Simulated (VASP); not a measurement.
A run of VASP 6.6.1 is set up as follows.

File INCAR:

```
SYSTEM = LiC2
ALGO = Normal
EDIFF = 1E-6
ENCUT = 520
GGA = PE
ISIF = 2
ISMEAR = 0
LASPH = .TRUE.
LCHARG = .FALSE.
LREAL = .FALSE.
LWAVE = .FALSE.
NBANDS = 20
NELM = 80
PREC = Accurate
SIGMA = 0.2
```

KPOINTS

```
k-points
0
G
  6 6 4
  0 0 0
```

File POSCAR:

```
LiC2
1.0
    0.0000000000      0.0000000000      3.4996164693
    3.6446768629      0.0000000000      0.0000000000
   -0.0000000001      6.3127655038      0.0000000000
Li C
2 4
Direct
    1.0000000000      1.0000000000      0.0000000000
    1.0000000000      0.5000000000      0.5000000000
    0.6807052893      0.5000000000      0.1666666667
    0.6807052893      1.0000000000      0.6666666667
    0.3192947107      0.5000000000      0.1666666667
    0.3192947107      1.0000000000      0.6666666667
```

Potentials or basis: VASP PAW PBE potentials, release 64 (Li_sv, C).

Launch:

```bash
$ cat potpaw_PBE.64/Li_sv/POTCAR potpaw_PBE.64/C/POTCAR > POTCAR
$ mpirun -np 1 vasp_std > vasp.out
```

Question: What does it give for the band gap on the k mesh?

Answer: Zero (bands 11 and 12 overlap by 3.47 eV).

Question: What does it give for the largest force?

Answer: 0.215 eV/Å.

Forces in eV/Å, atoms in the order of the input:
```
Li   0.000  0.000  0.000
Li   0.000  0.000  0.000
C    0.000  0.000  0.215
C    0.000  0.000  0.215
C    0.000  0.000 -0.215
C    0.000  0.000 -0.215
```
